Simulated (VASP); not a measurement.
Wanted: the native input for a VASP 6.6.1 run.

```
Task                   : single point
Functional             : r2SCAN
Potentials or basis    : VASP PAW PBE potentials, release 64 (Cd, S)
Cutoff                 : 520 eV
k mesh                 : 6 × 6 × 4
Occupations            : gaussian, width 0.01 eV
Spin                   : no spin polarisation
Dipole correction      : no
Further INCAR settings : ALGO = Normal; EDIFF = 1e-06; NBANDS = 26
```

The system is CdS (Greenockite).

```
Cd S
1.0
     4.12217    0.00000    0.00000
    -2.06109    3.56991    0.00000
     0.00000    0.00000    6.69678
Cd S
2 2
Direct
  0.33333 0.66667 0.99903
  0.66667 0.33333 0.49903
  0.33333 0.66667 0.37597
  0.66667 0.33333 0.87597
```

The input as run:

POSCAR

```
CdS
1.0
    4.1221736108      0.0000000000      0.0000000000
   -2.0610868054      3.5699070657      0.0000000000
    0.0000000000      0.0000000000      6.6967814110
Cd S
2 2
Direct
    0.3333333333      0.6666666667     -0.0009695910
    0.6666666667      0.3333333333      0.4990304090
    0.3333333333      0.6666666667      0.3759695910
    0.6666666667      0.3333333333      0.8759695910
```

INCAR.step1

```
PREC = Accurate ; ENCUT = 520
ISMEAR = 0 ; SIGMA = 0.01
LREAL = False ; LASPH = True
NELM = 100 ; NBANDS = 26
GGA = PE ; ALGO = Normal
EDIFF = 1E-4 ; LWAVE = True
LCHARG = False
```

INCAR.step2

```
PREC = Accurate ; ENCUT = 520
EDIFF = 1E-6 ; ISMEAR = 0
SIGMA = 0.01 ; LREAL = False
LASPH = True ; NELM = 100
ALGO = Normal ; ISIF = 2
LWAVE = False ; LCHARG = False
METAGGA = R2SCAN ; LMIXTAU = True
NBANDS = 26 ; ISTART = 1
```

KPOINTS

```
regular mesh
0
Gamma
  6 6 4
```

Potentials or basis: VASP PAW PBE potentials, release 64 (Cd, S).

Launch:

```console
$ cat potpaw_PBE.64/Cd/POTCAR potpaw_PBE.64/S/POTCAR > POTCAR
$ cp INCAR.step1 INCAR
$ mpirun -np 1 vasp_std > vasp.out
$ cp INCAR.step2 INCAR
$ mpirun -np 1 vasp_std > vasp.out
```

It gave:

| Quantity | Value |
| --- | --- |
| Pressure | 2.3 GPa |
| Band gap on the k mesh | 1.70 eV, direct |

Caveat: the PAW data sets were made with another functional, which shifts forces and pressure a little.

Wall time 3.3 min on 1 thread of Intel(R) Xeon(R) Platinum 8259CL CPU @ 2.50GHz (Skylake/Cascade Lake), on a shared host, peak memory 0.25 GiB.
